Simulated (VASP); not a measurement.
Write the native input for VASP 6.6.1 that does the following.

- Task: single point
- Functional: PBE
- Potentials or basis: VASP PAW PBE potentials, release 64 (Be, Te)
- Cutoff: 520 eV
- k mesh: 8 × 8 × 8
- Occupations: gaussian, width 0.02 eV
- Spin: no spin polarisation
- Dipole correction: no
- Further INCAR settings: ALGO = Normal; EDIFF = 1e-06; NBANDS = 11

The structure of BeTe lies in POSCAR:

```
BeTe
1.0
    0.0000000000      2.8317614015      2.8317614015
    2.8317614015      0.0000000000      2.8317614015
    2.8317614015      2.8317614015      0.0000000000
Be Te
1 1
Direct
    0.0000000000      0.0000000000      0.0000000000
    0.2500000000      0.2500000000      0.2500000000
```

These files were run (other wordings do the same):

INCAR

```
SYSTEM = BeTe
PREC = Accurate ; ENCUT = 520
EDIFF = 1E-6 ; ISMEAR = 0
SIGMA = 0.02 ; LREAL = .False.
LASPH = .True. ; NELM = 100
ALGO = Normal ; ISIF = 2
LWAVE = .False. ; LCHARG = .False.
GGA = PE ; NBANDS = 11
```

KPOINTS

```
regular mesh
0
Gamma
  8 8 8
  0 0 0
```

Potentials or basis: VASP PAW PBE potentials, release 64 (Be, Te).

Command:

```bash
$ cat potpaw_PBE.64/Be/POTCAR potpaw_PBE.64/Te/POTCAR > POTCAR
$ mpirun -np 1 vasp_std > vasp.out
```

It gave:

```yaml
Pressure: 0.1 GPa
Band_gap_on_the_k_mesh: 2.01 eV, indirect (least direct gap 3.62 eV)
```

Caveat: spin-orbit coupling is left out, which moves the levels of the heavy elements.

Run time: 11 s on 1 thread of Intel(R) Xeon(R) Platinum 8488C (Sapphire Rapids), on a shared host, peak memory 0.17 GiB.
